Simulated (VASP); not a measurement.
Here is a VASP 6.6.1 calculation.

The input INCAR:

```
SYSTEM = SiO2
PREC     = Accurate       ! precision mode
ENCUT    = 520            ! plane-wave cutoff, eV
EDIFF    = 1E-7           ! SCF threshold, eV
ISMEAR   = -1             ! smearing method
SIGMA    = 0.1            ! smearing width, eV
LREAL    = .FALSE.        ! projectors in reciprocal space
LASPH    = .TRUE.         ! aspherical terms in the spheres
NELM     = 100            ! most SCF steps
ALGO     = Normal         ! electronic algorithm
ISIF     = 2              ! what is computed and relaxed
LWAVE    = .FALSE.        ! write WAVECAR
LCHARG   = .FALSE.        ! write CHGCAR
GGA      = RE             ! functional
NBANDS   = 44             ! bands
```

The input KPOINTS:

```
Automatic mesh
0
G
  5 5 4
  0 0 0
```

The input POSCAR:

```
SiO2
1.0
    4.9099179600      0.0000000000      0.0000000000
    0.0000000000      4.9099179600      0.0000000000
    0.0000000000      0.0000000000      6.8362783500
Si O
4 8
Direct
    0.3002800000      0.3002800000      0.0000000000
    0.1997200000      0.8002800000      0.2500000000
    0.6997200000      0.6997200000      0.5000000000
    0.8002800000      0.1997200000      0.7500000000
    0.2392000000      0.1044000000      0.1787000000
    0.3956000000      0.7392000000      0.4287000000
    0.7608000000      0.8956000000      0.6787000000
    0.6044000000      0.2608000000      0.9287000000
    0.7392000000      0.3956000000      0.5713000000
    0.8956000000      0.7608000000      0.3213000000
    0.2608000000      0.6044000000      0.0713000000
    0.1044000000      0.2392000000      0.8213000000
```

Potentials or basis: VASP PAW PBE potentials, release 64 (Si, O).

Launch:

```bash
$ cat potpaw_PBE.64/Si/POTCAR potpaw_PBE.64/O/POTCAR > POTCAR
$ mpirun -np 1 vasp_std > vasp.out
```

(1) Estimate the largest force.

(2) Estimate the band gap on the k mesh.

(3) Estimate the pressure.

Answers

(1) 0.992 eV/Å.

(2) 6.24 eV.

(3) 17.5 GPa.

Caveat: the cell stands under pressure; the PAW data sets were made with another functional, which shifts forces and pressure a little; an odd mesh through Γ misses points on the zone boundary, where band edges can lie.
